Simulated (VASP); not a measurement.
Write the native input for VASP 6.6.1 that does the following.

| Property | Result |
| --- | --- |
| Task | single point |
| Functional | BLYP |
| Potentials or basis | VASP PAW PBE potentials, release 64 (Fe) |
| Cutoff | 520 eV |
| k mesh | 9 × 9 × 13 |
| Occupations | fermi-dirac, width 0.05 eV |
| Spin | collinear spin, ferromagnetic start |
| Starting moments | [2.5, 2.5, 2.5] μB |
| Dipole correction | no |
| Further INCAR settings | ALGO = Normal; EDIFF = 1e-06; NBANDS = 23 |

The structure of Fe lies in POSCAR:

```
Fe
1.0
    4.2476413330      0.0000000000      0.0000000000
   -2.1238206665      3.6785653005      0.0000000000
    0.0000000000      0.0000000000      2.4101010338
Fe
3
Direct
    1.0000000000      0.0000000000      0.0000000000
    0.3333333333      0.6666666667      0.5000000000
    0.6666666667      0.3333333333      0.5000000000
```

This isn't the form of Fe at room conditions, which is bcc.

These files were run (other wordings do the same):

INCAR

```
SYSTEM = Fe
PREC = Accurate
ENCUT = 520
EDIFF = 1E-6
ISMEAR = -1
SIGMA = 0.05
LREAL = .FALSE.
LASPH = .TRUE.
NELM = 150
ALGO = Normal
ISIF = 2
LWAVE = .FALSE.
LCHARG = .FALSE.
ISPIN = 2
MAGMOM = 2.5 2.5 2.5
LORBIT = 11
LMAXMIX = 4
GGA = B5
ALDAX = 1.0
AGGAX = 1.0
AGGAC = 1.0
ALDAC = 0.0
NBANDS = 23
```

KPOINTS

```
Automatic mesh
0
G
  9 9 13
  0 0 0
```

Potentials or basis: VASP PAW PBE potentials, release 64 (Fe).

Command:

```sh
$ cat potpaw_PBE.64/Fe/POTCAR > POTCAR
$ mpirun -np 1 vasp_std > vasp.out
```

Results of the run:

| Item | Value |
| --- | --- |
| Pressure | 0.1 GPa |
| Net moment | 7.55 μB per cell |
| Site moments | Fe +2.61, +2.47 (each value once) μB |
| Valence electrons inside the program's atomic spheres | Fe 7.10, 7.17 (each value once) |

Caveat: the PAW data sets were made with another functional, which shifts forces and pressure a little.

It took 2.1 min on 1 thread of Intel Xeon 8259CL, with other jobs on the host, peak memory 0.23 GiB.
